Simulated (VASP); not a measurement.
A run of VASP 6.6.1 is set up as follows.

INCAR

```
PREC = Accurate
ENCUT = 600
EDIFF = 1E-6
ISMEAR = 0
SIGMA = 0.01
LREAL = False
LASPH = True
NELM = 120
ALGO = Normal
ISIF = 2
LWAVE = False
LCHARG = False
GGA = PE
NBANDS = 11
GGA_COMPAT = False
```

File KPOINTS:

```
Automatic mesh
0
Gamma
  4 4 4
```

File POSCAR:

```
BeS
1.0
    0.0000000000      2.4100000000      2.4100000000
    2.4100000000      0.0000000000      2.4100000000
    2.4100000000      2.4100000000      0.0000000000
Be S
1 1
Direct
    0.0000000000      0.0000000000      0.0000000000
    0.2500000000      0.2500000000      0.2500000000
```

Potentials or basis: VASP PAW PBE potentials, release 64 (Be, S).

The run is started by

```sh
$ cat potpaw_PBE.64/Be/POTCAR potpaw_PBE.64/S/POTCAR > POTCAR
$ mpirun -np 1 vasp_std > vasp.out
```

(1) Estimate the band gap on the k mesh.

(2) Predict the pressure.

## Answers

(1) 3.06 eV, indirect (least direct gap 5.65 eV).

(2) 4.1 GPa.

Caveat: the k points lie up to 0.56 Å⁻¹ apart.
